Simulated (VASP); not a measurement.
## Zn8S7 (a cell with a defect): relaxation of the atoms with PBE

The system is Zn8S7 (a cell with a defect).

```
Zn S
1.0
     0.00000    0.00000    6.30464
    -3.84407    6.65812    0.00000
    -3.84407   -6.65812    0.00000
Zn S
8 7
Direct
  0.08399 0.16667 0.33333
  0.99623 0.66337 0.32674
  0.99623 0.17326 0.83663
  0.99623 0.66337 0.83663
  0.49113 0.86755 0.18378
  0.49113 0.31622 0.18378
  0.48537 0.83333 0.66667
  0.49113 0.31622 0.63245
  0.36893 0.66320 0.32640
  0.36893 0.17360 0.83680
  0.36893 0.66320 0.83680
  0.87663 0.85741 0.17870
  0.87663 0.32130 0.17870
  0.85714 0.83333 0.66667
  0.87663 0.32130 0.64259
```

* Program: VASP 6.6.1
* Task: relaxation of the atoms
* Functional: PBE
* Potentials or basis: VASP PAW PBE potentials, release 64 (Zn, S)
* Cutoff: 520 eV
* k mesh: 1 × 1 × 1
* Occupations: gaussian, width 0.01 eV
* Spin: no spin polarisation
* Dipole correction: no
* Charge: 2
* Further INCAR settings: LREAL = Auto; ALGO = Normal; EDIFF = 1e-06; IBRION = 2; EDIFFG = -0.025; NSW = 65; NELECT = 136.0

- Energy gained by relaxing: 1.2 meV/atom
- Ionic steps: 6
- Largest force after relaxing: 0.018 eV/Å

Forces on the atoms (eV/Å):
```
Zn   0.000  0.000  0.018
Zn  -0.002 -0.001 -0.010
Zn   0.002 -0.001 -0.010
Zn   0.000  0.002 -0.010
Zn   0.007 -0.004  0.003
Zn   0.000  0.008  0.003
Zn   0.000  0.000  0.009
Zn  -0.007 -0.004  0.003
S    0.000  0.000 -0.010
S    0.000  0.000 -0.010
S    0.000  0.000 -0.010
S   -0.004  0.002  0.006
S    0.000 -0.005  0.006
S    0.000  0.000  0.004
S    0.004  0.002  0.006
```

The path:
```
step  energy change (eV)  largest force (eV/Å)  pressure (GPa)
   1              0.0000                0.1929          -11.06
   2             -0.0085                0.1524          -11.09
   3             -0.0135                0.0910          -11.13
   4             -0.0157                0.0680          -11.19
   5             -0.0174                0.0257          -11.33
   6             -0.0178                0.0183          -11.35
```

Final structure:
```yaml
crystal:
  lattice:
    - [0.00000, 0.00000, 6.30464]
    - [-3.84407, 6.65812, 0.00000]
    - [-3.84407, -6.65812, 0.00000]
  atoms:
    - { symbol: Zn, position: [0.09227, 0.16667, 0.33333] }
    - { symbol: Zn, position: [0.99856, 0.66231, 0.32462] }
    - { symbol: Zn, position: [0.99856, 0.17538, 0.83769] }
    - { symbol: Zn, position: [0.99856, 0.66231, 0.83769] }
    - { symbol: Zn, position: [0.48905, 0.87128, 0.18564] }
    - { symbol: Zn, position: [0.48905, 0.31436, 0.18564] }
    - { symbol: Zn, position: [0.48663, 0.83333, 0.66667] }
    - { symbol: Zn, position: [0.48905, 0.31436, 0.62872] }
    - { symbol: S, position: [0.36808, 0.66305, 0.32610] }
    - { symbol: S, position: [0.36808, 0.17390, 0.83695] }
    - { symbol: S, position: [0.36808, 0.66305, 0.83695] }
    - { symbol: S, position: [0.87455, 0.85916, 0.17958] }
    - { symbol: S, position: [0.87455, 0.32042, 0.17958] }
    - { symbol: S, position: [0.85567, 0.83333, 0.66667] }
    - { symbol: S, position: [0.87455, 0.32042, 0.64084] }
```

Levels at points of the mesh, in eV from the Fermi level:
```tsv
k point	band 64	band 65	band 66	band 67	band 68	band 69	band 70	band 71
(0.00, 0.00, 0.00)	-0.47	-0.47	-0.41	-0.41	0.00	0.00	3.01	3.47
```

Wall time 3.6 min on 1 thread of Intel(R) Xeon(R) Platinum 8375C CPU @ 2.90GHz (Ice Lake), on a shared host, peak memory 0.43 GiB.

Caveat: the k points lie up to 1.00 Å⁻¹ apart; the cell carries a net charge on a neutralising background, which shifts energy and pressure; the cell is charged against a uniform background, so pressure and absolute levels hang on convention.
